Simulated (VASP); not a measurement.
# Al (P3m1) in VASP: single point with PBEsol

Aim: the single point of Al with PBEsol.

All numbers are computed with VASP 6.6.1; they aren't measurements. Logs are shortened: lines on timing, memory, paths and dates and some standing lists are left out, and cuts for length are marked.

## Step 1: The cell of the first run

It takes space group P3m1 (No. 156, trigonal). Conventional cell: a = 2.836 Å, b = 2.836 Å, c = 9.322 Å, α = 90.00°, β = 90.00°, γ = 120.00°. Within 3.6 Å of Al (site symmetry 3m) lie 12 Al at 2.77 to 2.93 Å. Within 3.6 Å of Al (site symmetry 3m) lie 12 Al at 2.77 to 2.85 Å. Within 3.7 Å of Al (site symmetry 3m) lie 12 Al at 2.84 to 2.85 Å. Al (site symmetry 3m) has 12 Al at 2.84 to 2.93 Å within 3.7 Å.

## Step 2: Single point, PBEsol (atom 1 (Al) moved +0.100 Å along Cartesian [0 0 1])

The input, INCAR:

```
SYSTEM = Al
PREC = Accurate ; ENCUT = 520
EDIFF = 1E-6 ; ISMEAR = 0
SIGMA = 0.15 ; LREAL = .False.
LASPH = .True. ; NELM = 80
ALGO = Fast ; ISIF = 2
LWAVE = .False. ; LCHARG = .False.
GGA = PS ; NBANDS = 14
```

The input, KPOINTS:

```
regular mesh
0
Gamma
  18 18 6
  0 0 0
```

The input, POSCAR:

```
Al
1.0
    2.8362844918      0.0000000000      0.0000000000
   -1.4181422459      2.4562944222      0.0000000000
    0.0000000000      0.0000000000      9.3221494563
Al
4
Direct
    0.0000000000      0.0000000000      0.0107271398
    0.3333333333      0.6666666667      0.2500000000
    0.0000000000      0.0000000000      0.5000000000
    0.6666666667      0.3333333333      0.7500000000
```

Potentials or basis: VASP PAW PBE potentials, release 64 (Al).

The run is started by

```console
$ cat potpaw_PBE.64/Al/POTCAR > POTCAR
$ mpirun -np 1 vasp_std > vasp.out
```

OUTCAR:

```text
SYSTEM = Al
   PREC = Accurate
   ENCUT = 520
   EDIFF = 1E-6
   ISMEAR = 0
   LREAL = .False.
   LASPH = .True.
   NELM = 80
   ISIF = 2
   GGA = PS

 ion  position               nearest neighbor table
   1  0.000  0.000  0.011-   2 2.77   2 2.77   2 2.77   4 2.93   4 2.93   4 2.93
   2  0.333  0.667  0.250-   1 2.77   1 2.77   1 2.77   3 2.85   3 2.85   3 2.85
   3  0.000  0.000  0.500-   2 2.85   4 2.85   2 2.85   4 2.85   4 2.85   2 2.85
   4  0.667  0.333  0.750-   3 2.85   3 2.85   3 2.85   1 2.93   1 2.93   1 2.93

  LATTYP: Found a hexagonal cell.
 ALAT       =     2.8362844918
 C/A-ratio  =     3.2867469689

  Lattice vectors:

 A1 = (   2.8362844918,   0.0000000000,   0.0000000000)
 A2 = (  -1.4181422459,   2.4562944222,   0.0000000000)
 A3 = (   0.0000000000,   0.0000000000,   9.3221494563)

Analysis of symmetry for initial positions (statically):
=====================================================================
 Subroutine PRICEL returns:
 Original cell was already a primitive cell.

 Routine SETGRP: Setting up the symmetry group for a
 hexagonal supercell.

 Subroutine GETGRP returns: Found  6 space group operations
 (whereof  6 operations were pure point group operations)
 out of a pool of 24 trial point group operations.

The static configuration has the point symmetry C_3v.

Analysis of symmetry for dynamics (positions and initial velocities):
=====================================================================
 Subroutine PRICEL returns:
 Original cell was already a primitive cell.

 Routine SETGRP: Setting up the symmetry group for a
 hexagonal supercell.

 Subroutine GETGRP returns: Found  6 space group operations
 (whereof  6 operations were pure point group operations)
 out of a pool of 24 trial point group operations.

The dynamic configuration has the point symmetry C_3v.

 Subroutine INISYM returns: Found  6 space group operations
 (whereof  6 operations are pure point group operations),
 and found     1 'primitive' translations

----------------------------------------------------------------------------------------

                                     Primitive cell

  volume of cell :      64.9451

  direct lattice vectors                    reciprocal lattice vectors
     2.836284492  0.000000000  0.000000000     0.352573941  0.203558660  0.000000000
    -1.418142246  2.456294422  0.000000000     0.000000000  0.407117319  0.000000000
     0.000000000  0.000000000  9.322149456     0.000000000  0.000000000  0.107271398
[... 103 lines left out ...]
   ISMEAR =     0;   SIGMA  =   0.15  broadening in eV -4-tet -1-fermi 0-gaus
   EFERMI_NEDOS =   21; number of points for ismear=-14 and -15
   IALGO  =     68    algorithm
   IMIX   =      4    mixing-type and parameters
     AMIX     =   0.40;   BMIX     =  1.00
     AMIX_MAG =   1.60;   BMIX_MAG =  1.00
  volume/ion in A,a.u.               =      16.24       109.57
  Fermi-wavevector in a.u.,A,eV,Ry     =   0.932438  1.762052 11.829450  0.869440
  Thomas-Fermi vector in A             =   2.059035
   LORBIT       =      0    0 simple, 1 ext, 2 COOP (PROOUT), +10 PAW based schemes
   GGA     = PS    functional components
   LHFCALC =     F    Hartree Fock is set to
   AEXX    =    0.0000 exact exchange contribution
   IVDW    =     0    specifies the selected vdW correction
   LEPSILON=     F    determine dielectric tensor
   LRPA    =     F    only Hartree local field effects (RPA)
 non-spin polarized calculation
 RMM-DIIS sequential band-by-band and
 Gauss-broadening in eV      SIGMA  =   0.15
  energy-cutoff  :      520.00
  volume of cell :       64.95
 maximum number of plane-waves:      1772
 NGX is ok and might be reduce to    24
   NGX = 11   NGY = 11   NGZ = 35

 number of electron      12.0000000 magnetization

 Free energy of the ion-electron system (eV)
  ---------------------------------------------------
  ext. energy  EPLUGINS =         0.00000000
  ---------------------------------------------------
  free energy    TOTEN  =       -16.30101384 eV

  energy without entropy =      -16.28326553  energy(sigma->0) =      -16.29213969

 E-fermi :   8.1062     XC(G=0): -10.3148

 val. band max:        8.0965899711   @ k =   0.1667   0.0556   0.5000
 cond. band min:       8.1236527220   @ k =  -0.1667  -0.4444   0.1667
 fundamental gap:      0.0270627509
 Fermi energy:         8.1061918548

 k-point     1 :       0.0000    0.0000    0.0000
  band No.  band energies     occupation
      1      -3.1425      2.00000
      2      -1.5629      2.00000
      3      -1.2964      2.00000
      4       3.4352      2.00000
      5       3.6395      2.00000
      6      11.4038      0.00000
      7      11.5330      0.00000
      8      18.9445      0.00000
      9      18.9445      0.00000
     10      19.1377      0.00000
     11      19.1377      0.00000
     12      20.0875      0.00000
     13      20.0911      0.00000
     14      20.2435      0.00000
[... 377 lines left out ...]
      1       1.8335      2.00000
      2       3.3348      2.00000
      3       3.5964      2.00000
      4       4.4178      2.00000
      5       5.9674      2.00000
      6       6.2322      2.00000
      7       8.1808      0.48204
      8       8.5662      0.00001
      9      10.4518      0.00000
     10      10.6938      0.00000
     11      11.6412      0.00000
     12      12.4138      0.00000
     13      12.7915      0.00000
     14      16.0459      0.00000

 [... further k-points ...]

------------------------ aborting loop because EDIFF is reached ----------------------------------------

  FORCE on cell =-STRESS in cart. coord.  units (eV):
  Direction    XX          YY          ZZ          XY          YZ          ZX
  --------------------------------------------------------------------------------------
  -------------------------------------------------------------------------------------
  Total        0.0913166      0.0913166      0.1679187      0.0000000      0.0000000      0.0000000
  in kB        2.2527563      2.2527563      4.1425077      0.0000000      0.0000000      0.0000000
  external PRESSURE =       2.8826734 kB  Pullay stress =       0.0000000 kB

 VOLUME and BASIS-vectors are now :
 -----------------------------------------------------------------------------
  energy-cutoff  :      520.00
  volume of cell :       64.95
      direct lattice vectors                 reciprocal lattice vectors
     2.836284492  0.000000000  0.000000000     0.352573941  0.203558660  0.000000000
    -1.418142246  2.456294422  0.000000000     0.000000000  0.407117319  0.000000000
     0.000000000  0.000000000  9.322149456     0.000000000  0.000000000  0.107271398

 POSITION                                       TOTAL-FORCE (eV/Angst)
 -----------------------------------------------------------------------------------
      0.00000      0.00000      0.10000         0.000000      0.000000     -0.512332
     -0.00000      1.63753      2.33054        -0.000000      0.000000      0.302223
      0.00000      0.00000      4.66107         0.000000      0.000000     -0.008300
      1.41814      0.81876      6.99161        -0.000000     -0.000000      0.218410
 -----------------------------------------------------------------------------------
    total drift:                               -0.000000      0.000000      0.000009

  FREE ENERGIE OF THE ION-ELECTRON SYSTEM (eV)
  ---------------------------------------------------
  free  energy   TOTEN  =       -16.3010138393 eV

  energy  without entropy=      -16.2832655333  energy(sigma->0) =      -16.29213969
```

stdout:

```text
POSCAR found type information on POSCAR Al
 POSCAR found :  1 types and       4 ions
 scaLAPACK will be used
 -----------------------------------------------------------------------------
|                                                                             |
|                                                                             |
|     You enforced a specific xc type in the INCAR file but a different       |
|     I HOPE YOU KNOW WHAT YOU ARE DOING!                                     |
|                                                                             |
 -----------------------------------------------------------------------------

 LDA part: xc-table for (Slater+PW92), standard interpolation
 POSCAR, INCAR and KPOINTS ok, starting setup
 FFT: planning ... GRIDC
 FFT: planning ... GRID_SOFT
 FFT: planning ... GRID
 WAVECAR not read
 entering main loop
```

It took 1.9 min on 1 thread of Intel Xeon 6975P-C (Granite Rapids), shared host; peak memory 0.28 GiB.

What came out:

```yaml
Free_energy: -16.3010 eV
Pressure: 0.3 GPa
Largest_force: 0.512 eV/Å
Band_gap_on_the_k_mesh: zero (bands 6 and 7 overlap by 5.34 eV)
```

Forces on the atoms (eV/Å):
```
Al   0.000  0.000 -0.512
Al   0.000  0.000  0.302
Al   0.000  0.000 -0.008
Al   0.000  0.000  0.218
```

Levels at points of the mesh, in eV from the Fermi level:
```tsv
k point	band 2	band 3	band 4	band 5	band 6	band 7	band 8	band 9	band 10	band 11
(0.00, 0.00, 0.00)	-9.67	-9.40	-4.67	-4.47	3.30	3.43	10.84	10.84	11.03	11.03
(0.50, 0.00, 0.00)	-5.21	-3.96	-3.91	-3.30	-3.21	0.84	1.26	1.31	1.62	5.72
(0.00, 0.00, 0.50)	-10.71	-7.53	-7.36	-1.01	-0.88	8.21	8.24	11.04	11.04	11.31
(0.50, 0.00, 0.50)	-4.90	-4.77	-4.72	-1.94	-1.76	-1.28	-1.12	4.48	4.64	4.69
```

Caveat: the cell differs from its parent crystal (atom 1 (Al) moved +0.100 Å along Cartesian [0 0 1]); the PAW data sets were made with another functional, which shifts forces and pressure a little.
